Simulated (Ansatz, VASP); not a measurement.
## Ag: VASP beside Ansatz

```
Ag
1.0
     2.93000    0.00000    0.00000
    -1.46500    2.53745    0.00000
     0.00000    0.00000    4.79000
Ag
2
Direct
  0.12856 0.66667 0.25000
  0.66667 0.33333 0.75000
```

Alike in both runs: task single point; functional PBEsol; k mesh 18 × 18 × 10; occupations gaussian, width 0.15 eV; no spin polarisation.

```csv
,VASP,Ansatz
version,VASP 6.6.1,Ansatz 0.2.0
potentials or method,"VASP PAW PBE potentials, release 64 (Ag), cutoff 520 eV","scalar-relativistic, plane waves, PAW"
valence electrons in the cell,22,38
```

```tsv
	VASP	Ansatz	Ansatz less VASP
gap on the k mesh at the Fermi level (eV)	none	none	-
pressure (GPa)	-4.2	-4.1	+0.16
traceless stress, the component that is largest in VASP (GPa)	4.73	4.77	+0.047
rms of the force components (eV/Å)	0.311	0.314	+0.0029
```

VASP's potentials were made for PBE, not for PBEsol. Atom by atom the forces differ by 0.003 eV/Å (rms over components). A gap of «none» marks a metal or a gap that the smearing closes. With one functional, cell and mesh, what is left measures potentials, basis and numerics. VASP's potentials hold 22 valence electrons a cell and Ansatz's 38, so a difference there can come from the potentials and not from the codes.
